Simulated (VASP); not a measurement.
# PbF2 in VASP: notebook

Runs on PbF2. Level: LDA. Tasks: electric field gradients.

Program: VASP 6.6.1. These are calculated values, not measurements. Logs are shortened: lines on timing, memory, paths and dates and some standing lists are left out, and cuts for length are marked.

## Step 1: The cell of the first run

The structure is tetragonal, space group I4/mmm (No. 139). The conventional cell has a = 4.242 Å, b = 4.242 Å, c = 5.940 Å, α = 90.00°, β = 90.00°, γ = 90.00°. Within 3.4 Å of Pb (site symmetry 4/mmm) lie 8 F at 2.59 Å. F (site symmetry -4m2) has 4 Pb at 2.59 Å and 6 F at 2.97 to 3.00 Å within 3.4 Å.

## Step 2: Electric field gradients, LDA (equal xx and yy strain of +1 %)

File INCAR:

```
PREC = Accurate ; ENCUT = 520
EDIFF = 1E-8 ; ISMEAR = -1
SIGMA = 0.03 ; LREAL = F
LASPH = T ; NELM = 60
ALGO = Normal ; ISIF = 2
LWAVE = F ; LCHARG = F
LEFG = T ; NBANDS = 21
```

File KPOINTS:

```
regular mesh
0
Gamma
  7 7 7
```

File POSCAR:

```
PbF2
1.0
    0.0000000000      2.9995485000      2.9698500000
    2.9995485000      0.0000000000      2.9698500000
    2.9995485000      2.9995485000      0.0000000000
Pb F
1 2
Direct
    0.0000000000      0.0000000000      0.0000000000
    0.2500000000      0.2500000000      0.2500000000
    0.7500000000      0.7500000000      0.7500000000
```

Potentials or basis: VASP PAW LDA potentials, release 64 (Pb_d, F).

Run with:

```sh
> cat potpaw_LDA.64/Pb_d/POTCAR potpaw_LDA.64/F/POTCAR > POTCAR
> mpirun -np 1 vasp_std > vasp.out
```

OUTCAR:

```text
PREC = Accurate
   ENCUT = 520
   EDIFF = 1E-8
   ISMEAR = -1
   LREAL = F
   LASPH = T
   NELM = 60
   ISIF = 2

 ion  position               nearest neighbor table
   1  0.000  0.000  0.000-   3 2.59   3 2.59   2 2.59   3 2.59   2 2.59   2 2.59   3 2.59   2 2.59

   2  0.250  0.250  0.250-   1 2.59   1 2.59   1 2.59   1 2.59
   3  0.750  0.750  0.750-   1 2.59   1 2.59   1 2.59   1 2.59

  LATTYP: Found a body centered tetragonal cell.
 ALAT       =     4.2420021697
 C/A-ratio  =     1.4002114479

  Lattice vectors:

 A1 = (   0.0000000000,  -2.9995485000,  -2.9698500000)
 A2 = (   0.0000000000,   2.9995485000,  -2.9698500000)
 A3 = (   2.9995485000,   0.0000000000,   2.9698500000)

Analysis of symmetry for initial positions (statically):
=====================================================================
 Subroutine PRICEL returns:
 Original cell was already a primitive cell.

 Routine SETGRP: Setting up the symmetry group for a
 body centered tetragonal supercell.

 Subroutine GETGRP returns: Found 16 space group operations
 (whereof 16 operations were pure point group operations)
 out of a pool of 16 trial point group operations.

The static configuration has the point symmetry D_4h.

Analysis of symmetry for dynamics (positions and initial velocities):
=====================================================================
 Subroutine PRICEL returns:
 Original cell was already a primitive cell.

 Routine SETGRP: Setting up the symmetry group for a
 body centered tetragonal supercell.

 Subroutine GETGRP returns: Found 16 space group operations
 (whereof 16 operations were pure point group operations)
 out of a pool of 16 trial point group operations.

The dynamic configuration has the point symmetry D_4h.

 Subroutine INISYM returns: Found 16 space group operations
 (whereof 16 operations are pure point group operations),
 and found     1 'primitive' translations

----------------------------------------------------------------------------------------

                                     Primitive cell

  volume of cell :      53.4412

[... 128 lines left out ...]

 Free energy of the ion-electron system (eV)
  ---------------------------------------------------
  ext. energy  EPLUGINS =         0.00000000
  ---------------------------------------------------
  free energy    TOTEN  =       -15.87124037 eV

  energy without entropy =      -15.87124037  energy(sigma->0) =      -15.87124037

 E-fermi :   1.9002     XC(G=0):  -9.9354

 val. band max:        1.1954556481   @ k =  -0.2857   0.1429   0.4286
 cond. band min:       5.4175255380   @ k =   0.4286   0.4286   0.0000
 fundamental gap:      4.2220698900
 Fermi energy:         1.9001826570

 k-point     1 :       0.0000    0.0000    0.0000
  band No.  band energies     occupation
      1     -19.3083      2.00000
      2     -18.6841      2.00000
      3     -13.1229      2.00000
      4     -13.1229      2.00000
      5     -13.1164      2.00000
      6     -13.0611      2.00000
[... 565 lines left out ...]
     20      17.1022      0.00000
     21      17.4130      0.00000

 [... further k-points ...]

------------------------ aborting loop because EDIFF is reached ----------------------------------------

  FORCE on cell =-STRESS in cart. coord.  units (eV):
  Direction    XX          YY          ZZ          XY          YZ          ZX
  --------------------------------------------------------------------------------------
  -------------------------------------------------------------------------------------
  Total       -2.1133186     -2.1133186     -1.9261068      0.0000000      0.0000000      0.0000000
  in kB      -63.3576820    -63.3576820    -57.7450368      0.0000000      0.0000000      0.0000000
  external PRESSURE =     -61.4868003 kB  Pullay stress =       0.0000000 kB

 VOLUME and BASIS-vectors are now :
 -----------------------------------------------------------------------------
  energy-cutoff  :      520.00
  volume of cell :       53.44
      direct lattice vectors                 reciprocal lattice vectors
     0.000000000  2.999548500  2.969850000    -0.166691754  0.166691754  0.168358671
     2.999548500  0.000000000  2.969850000     0.166691754 -0.166691754  0.168358671
     2.999548500  2.999548500  0.000000000     0.166691754  0.166691754 -0.168358671

 POSITION                                       TOTAL-FORCE (eV/Angst)
 -----------------------------------------------------------------------------------
      0.00000      0.00000      0.00000        -0.000000     -0.000000      0.000000
      1.49977      1.49977      1.48493        -0.000000     -0.000000     -0.000000
      4.49932      4.49932      4.45477         0.000000      0.000000      0.000000
 -----------------------------------------------------------------------------------
    total drift:                                0.000000     -0.000000      0.000000

  FREE ENERGIE OF THE ION-ELECTRON SYSTEM (eV)
  ---------------------------------------------------
  free  energy   TOTEN  =       -15.8712403716 eV

  energy  without entropy=      -15.8712403716  energy(sigma->0) =      -15.87124037

 Electric field gradients (V/A^2)
---------------------------------------------------------------------
 ion       V_xx      V_yy      V_zz      V_xy      V_xz      V_yz
---------------------------------------------------------------------
   1      -1.808    -1.808     3.616    -0.001    -0.001    -0.001
   2       1.043     1.043    -2.086     0.003     0.004     0.004
   3       1.043     1.043    -2.086     0.003     0.004     0.004
---------------------------------------------------------------------

 Electric field gradients after diagonalization (V/A^2)
 (convention: |V_zz| > |V_xx| > |V_yy|)
----------------------------------------------------------------------
 ion       V_xx      V_yy      V_zz     asymmetry (V_yy - V_xx)/ V_zz
----------------------------------------------------------------------
   1      -1.809    -1.807     3.616       0.001
   2       1.047     1.040    -2.086       0.003
   3       1.047     1.040    -2.086       0.003
----------------------------------------------------------------------

           NMR quadrupolar parameters

 Cq : quadrupolar parameter    Cq=e*Q*V_zz/h
 eta: asymmetry parameters     (V_yy - V_xx)/ V_zz
 Q  : nuclear electric quadrupole moment in mb (millibarn)
----------------------------------------------------------------------
 ion       Cq(MHz)       eta       Q (mb)
----------------------------------------------------------------------
   1       0.009       0.001       1.000
   2      -0.005       0.003       1.000
   3      -0.005       0.003       1.000
----------------------------------------------------------------------
```

OSZICAR:

```text
N       E                     dE             d eps       ncg     rms          rms(c)
DAV:   1     0.300851393437E+03    0.30085E+03   -0.14621E+04  1680   0.150E+03
DAV:   2     0.937746476804E+01   -0.29147E+03   -0.27310E+03  1797   0.424E+02
DAV:   3    -0.169735680745E+02   -0.26351E+02   -0.26074E+02  1978   0.137E+02
DAV:   4    -0.177154039940E+02   -0.74184E+00   -0.74127E+00  1953   0.244E+01
DAV:   5    -0.177414509875E+02   -0.26047E-01   -0.26045E-01  2153   0.475E+00    0.756E+00
DAV:   6    -0.159524889466E+02    0.17890E+01   -0.83750E+00  2263   0.225E+01    0.277E+00
DAV:   7    -0.159076383763E+02    0.44851E-01   -0.45675E-01  1813   0.411E+00    0.149E+00
DAV:   8    -0.158739669970E+02    0.33671E-01   -0.11307E-01  2044   0.330E+00    0.510E-01
DAV:   9    -0.158709688814E+02    0.29981E-02   -0.17789E-02  2076   0.932E-01    0.938E-02
DAV:  10    -0.158712914966E+02   -0.32262E-03   -0.97100E-04  1848   0.358E-01    0.372E-02
DAV:  11    -0.158712421206E+02    0.49376E-04   -0.10285E-04  2049   0.106E-01    0.147E-02
DAV:  12    -0.158712401967E+02    0.19239E-05   -0.43388E-05  2216   0.691E-02    0.602E-03
DAV:  13    -0.158712403559E+02   -0.15925E-06   -0.43163E-06  1888   0.204E-02    0.969E-04
DAV:  14    -0.158712403734E+02   -0.17433E-07   -0.14932E-07  2095   0.296E-03    0.329E-04
DAV:  15    -0.158712403716E+02    0.17626E-08   -0.96359E-09  1353   0.131E-03
   1 F= -.15871240E+02 E0= -.15871240E+02  d E =-.989499E-11
```

Run time: 30 s. Hardware: 1 thread of Intel Xeon Platinum 8259CL at 2.50GHz (Skylake/Cascade Lake), shared host; peak memory 0.17 GiB.

What came out:

* Free energy: -15.8712 eV
* Pressure: -6.1 GPa
* Band gap on the k mesh: 4.22 eV (least direct gap 4.48 eV)
* Largest electric field gradient by atom: Pb +3.6; F -2.1 V/Å²

Electric field gradients, principal values (V/Å²):
```tsv
atom	least	middle	greatest (by size)
1 Pb	-1.807	-1.809	3.616
2 F	1.040	1.047	-2.086
3 F	1.040	1.047	-2.086
```

Caveat: the cell differs from its parent crystal (equal xx and yy strain of +1 %); the cell stands under tension; without QUAD_EFG the Cq values of the log hold for a quadrupole moment of 1 mb, not for the nuclei; spin-orbit coupling is left out, which moves the levels of the heavy elements; an odd mesh through Γ misses points on the zone boundary, where band edges can lie.

## Step 3: Electric field gradients, LDA (equal xx and yy strain of +2 %)

File INCAR:

```
SYSTEM = PbF2
ALGO = Normal ; EDIFF = 1E-8
ENCUT = 520 ; GGA = CA
ISIF = 2 ; ISMEAR = -1
LASPH = .TRUE. ; LCHARG = .FALSE.
LEFG = .TRUE. ; LREAL = .FALSE.
LWAVE = .FALSE. ; NBANDS = 21
NELM = 100 ; PREC = Accurate
SIGMA = 0.03
```

File KPOINTS:

```
k-points
0
G
  7 7 7
  0 0 0
```

File POSCAR:

```
PbF2
1.0
    0.0000000000      3.0292470000      2.9698500000
    3.0292470000      0.0000000000      2.9698500000
    3.0292470000      3.0292470000      0.0000000000
Pb F
1 2
Direct
    0.0000000000      0.0000000000      0.0000000000
    0.2500000000      0.2500000000      0.2500000000
    0.7500000000      0.7500000000      0.7500000000
```

Potentials or basis: VASP PAW LDA potentials, release 64 (Pb_d, F).

Run with:

```sh
> cat potpaw_LDA.64/Pb_d/POTCAR potpaw_LDA.64/F/POTCAR > POTCAR
> mpirun -np 1 vasp_std > vasp.out
```

OUTCAR:

```text
SYSTEM = PbF2
   EDIFF = 1E-8
   ENCUT = 520
   GGA = CA
   ISIF = 2
   ISMEAR = -1
   LASPH = .TRUE.
   LREAL = .FALSE.
   NELM = 100
   PREC = Accurate

 ion  position               nearest neighbor table
   1  0.000  0.000  0.000-   3 2.61   3 2.61   2 2.61   2 2.61   3 2.61   2 2.61   3 2.61   2 2.61

   2  0.250  0.250  0.250-   1 2.61   1 2.61   1 2.61   1 2.61
   3  0.750  0.750  0.750-   1 2.61   1 2.61   1 2.61   1 2.61

  LATTYP: Found a body centered tetragonal cell.
 ALAT       =     4.2840021912
 C/A-ratio  =     1.3864838847

  Lattice vectors:

 A1 = (   0.0000000000,  -3.0292470000,  -2.9698500000)
 A2 = (   0.0000000000,   3.0292470000,  -2.9698500000)
 A3 = (   3.0292470000,   0.0000000000,   2.9698500000)

Analysis of symmetry for initial positions (statically):
=====================================================================
 Subroutine PRICEL returns:
 Original cell was already a primitive cell.

 Routine SETGRP: Setting up the symmetry group for a
 body centered tetragonal supercell.

 Subroutine GETGRP returns: Found 16 space group operations
 (whereof 16 operations were pure point group operations)
 out of a pool of 16 trial point group operations.

The static configuration has the point symmetry D_4h.

Analysis of symmetry for dynamics (positions and initial velocities):
[... 168 lines left out ...]
  band No.  band energies     occupation
      1     -19.3859      2.00000
      2     -18.7950      2.00000
      3     -13.3407      2.00000
      4     -13.3407      2.00000
      5     -13.3282      2.00000
      6     -13.2864      2.00000
[... 565 lines left out ...]
     20      16.7916      0.00000
     21      17.1278      0.00000

 [... further k-points ...]

------------------------ aborting loop because EDIFF is reached ----------------------------------------

  FORCE on cell =-STRESS in cart. coord.  units (eV):
  Direction    XX          YY          ZZ          XY          YZ          ZX
  --------------------------------------------------------------------------------------
  -------------------------------------------------------------------------------------
  Total       -2.5877200     -2.5877200     -2.2055791      0.0000000      0.0000000      0.0000000
  in kB      -76.0665969    -76.0665969    -64.8334812      0.0000000      0.0000000      0.0000000
  external PRESSURE =     -72.3222250 kB  Pullay stress =       0.0000000 kB

 VOLUME and BASIS-vectors are now :
 -----------------------------------------------------------------------------
  energy-cutoff  :      520.00
  volume of cell :       54.50
      direct lattice vectors                 reciprocal lattice vectors
     0.000000000  3.029247000  2.969850000    -0.165057521  0.165057521  0.168358671
     3.029247000  0.000000000  2.969850000     0.165057521 -0.165057521  0.168358671
     3.029247000  3.029247000  0.000000000     0.165057521  0.165057521 -0.168358671

 POSITION                                       TOTAL-FORCE (eV/Angst)
 -----------------------------------------------------------------------------------
      0.00000      0.00000      0.00000         0.000000     -0.000000      0.000000
      1.51462      1.51462      1.48493        -0.000000     -0.000000     -0.000000
      4.54387      4.54387      4.45477         0.000000      0.000000      0.000000
 -----------------------------------------------------------------------------------
    total drift:                                0.000000     -0.000000      0.000000

  FREE ENERGIE OF THE ION-ELECTRON SYSTEM (eV)
  ---------------------------------------------------
  free  energy   TOTEN  =       -15.8268400566 eV

  energy  without entropy=      -15.8268400566  energy(sigma->0) =      -15.82684006

 Electric field gradients (V/A^2)
---------------------------------------------------------------------
 ion       V_xx      V_yy      V_zz      V_xy      V_xz      V_yz
---------------------------------------------------------------------
   1      -3.529    -3.529     7.058    -0.000    -0.001    -0.001
   2       2.071     2.071    -4.142     0.004     0.006     0.006
   3       2.071     2.071    -4.142     0.004     0.006     0.006
---------------------------------------------------------------------

 Electric field gradients after diagonalization (V/A^2)
 (convention: |V_zz| > |V_xx| > |V_yy|)
----------------------------------------------------------------------
 ion       V_xx      V_yy      V_zz     asymmetry (V_yy - V_xx)/ V_zz
----------------------------------------------------------------------
   1      -3.530    -3.529     7.058       0.000
   2       2.075     2.067    -4.142       0.002
   3       2.075     2.067    -4.142       0.002
----------------------------------------------------------------------

           NMR quadrupolar parameters

 Cq : quadrupolar parameter    Cq=e*Q*V_zz/h
 eta: asymmetry parameters     (V_yy - V_xx)/ V_zz
 Q  : nuclear electric quadrupole moment in mb (millibarn)
----------------------------------------------------------------------
 ion       Cq(MHz)       eta       Q (mb)
----------------------------------------------------------------------
   1       0.017       0.000       1.000
   2      -0.010       0.002       1.000
   3      -0.010       0.002       1.000
----------------------------------------------------------------------
```

OSZICAR:

```text
N       E                     dE             d eps       ncg     rms          rms(c)
DAV:   1     0.295201304825E+03    0.29520E+03   -0.14564E+04  1698   0.152E+03
DAV:   2     0.928846519484E+01   -0.28591E+03   -0.26825E+03  1820   0.425E+02
DAV:   3    -0.169534015832E+02   -0.26242E+02   -0.25937E+02  1956   0.136E+02
DAV:   4    -0.177127679880E+02   -0.75937E+00   -0.75873E+00  1973   0.246E+01
DAV:   5    -0.177403000165E+02   -0.27532E-01   -0.27530E-01  2162   0.487E+00    0.761E+00
DAV:   6    -0.159150328191E+02    0.18253E+01   -0.86004E+00  2295   0.225E+01    0.284E+00
DAV:   7    -0.158653435224E+02    0.49689E-01   -0.47220E-01  1795   0.415E+00    0.151E+00
DAV:   8    -0.158293355664E+02    0.36008E-01   -0.11629E-01  2044   0.330E+00    0.499E-01
DAV:   9    -0.158265613514E+02    0.27742E-02   -0.17404E-02  1963   0.892E-01    0.963E-02
DAV:  10    -0.158268988631E+02   -0.33751E-03   -0.10791E-03  1868   0.389E-01    0.389E-02
DAV:  11    -0.158268423467E+02    0.56516E-04   -0.11882E-04  2052   0.120E-01    0.157E-02
DAV:  12    -0.158268395622E+02    0.27845E-05   -0.41135E-05  2304   0.679E-02    0.578E-03
DAV:  13    -0.158268400465E+02   -0.48431E-06   -0.24791E-06  1848   0.149E-02    0.951E-04
DAV:  14    -0.158268400606E+02   -0.14114E-07   -0.11360E-07  2283   0.274E-03    0.499E-04
DAV:  15    -0.158268400566E+02    0.39436E-08   -0.11232E-08  1296   0.136E-03
   1 F= -.15826840E+02 E0= -.15826840E+02  d E =-.414936E-10
```

It took 31 s on 1 thread of Intel Xeon Platinum 8259CL at 2.50GHz (Skylake/Cascade Lake), shared host; peak memory 0.17 GiB.

Results:

```
Free energy                             : -15.8268 eV
Pressure                                : -7.2 GPa
Band gap on the k mesh                  : 4.19 eV (least direct gap 4.46 eV)
Largest electric field gradient by atom : Pb +7.1; F -4.1 V/Å²
```

Stress tensor (GPa, compression positive):
```
-7.61  0.00  0.00
 0.00 -7.61  0.00
 0.00  0.00 -6.48
```

Electric field gradients, principal values (V/Å²):
```csv
atom,least,middle,greatest (by size)
1 Pb,-3.529,-3.530,7.058
2 F,2.067,2.075,-4.142
3 F,2.067,2.075,-4.142
```

Caveat: the cell differs from its parent crystal (equal xx and yy strain of +2 %); the cell stands under tension; without QUAD_EFG the Cq values of the log hold for a quadrupole moment of 1 mb, not for the nuclei; spin-orbit coupling is left out, which moves the levels of the heavy elements; an odd mesh through Γ misses points on the zone boundary, where band edges can lie.

(Continued in part 2 of 3.)
